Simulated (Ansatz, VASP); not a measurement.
HfC: VASP beside Ansatz

The input INCAR:

```
SYSTEM = HfC
  PREC = Accurate
  ENCUT = 520
  EDIFF = 1E-6
  ISMEAR = -1
  SIGMA = 0.05
  LREAL = .False.
  LASPH = .True.
  NELM = 100
  ALGO = Normal
  ISIF = 2
  LWAVE = .False.
  LCHARG = .False.
  GGA = CA
  NBANDS = 14
```

KPOINTS

```
Automatic mesh
0
Gamma
  14 14 14
  0 0 0
```

File POSCAR:

```
HfC
1.0
    0.0000000000      2.3015871069      2.3015871069
    2.3015871069      0.0000000000      2.3015871069
    2.3015871069      2.3015871069      0.0000000000
Hf C
1 1
Direct
    0.0000000000      0.0000000000      0.0000000000
    0.5000000000      0.5000000000      0.5000000000
```

Input for Ansatz:

```yaml
crystal:
  lattice:
    - [0.0, 2.3015871069, 2.3015871069]
    - [2.3015871069, 0.0, 2.3015871069]
    - [2.3015871069, 2.3015871069, 0.0]
  atoms:
    - { symbol: Hf, position: [0.0, 0.0, 0.0] }
    - { symbol: C, position: [0.5, 0.5, 0.5] }
kpoints:
  mp_grid: { grid: [14, 14, 14] }
scf:
  occupations: { method: fermi_dirac, width: 0.05 }
hamiltonian:
  xc: lda
  pseudopotentials: { kind: all_electron, lapw: { basis_error: 0.0005 } }
output:
  forces: true
  stress: true
  eigenvalues: true
```

Change from the starting cell: volume scaled by 0.98.

Alike in both runs: task single point; functional LDA; k mesh 14 × 14 × 14; occupations fermi-dirac, width 0.05 eV; no spin polarisation.

```csv
,VASP,Ansatz
version,VASP 6.6.1,Ansatz 0.2.0
potentials or method,"VASP PAW LDA potentials, release 64 (Hf_pv, C), cutoff 520 eV","all-electron LAPW, scalar-relativistic"
```

VASP gave:

| Property | Result |
| --- | --- |
| pressure (GPa) | -4.5 |

Question: Estimate Ansatz's values.

Answer: Pressure (GPa): -4.9.

LDA's correlation is that of Perdew and Zunger in VASP and of Perdew and Wang (1992) in Ansatz. Ansatz ran all-electron here, and VASP with PAW potentials.

Neither program's run includes spin-orbit coupling.
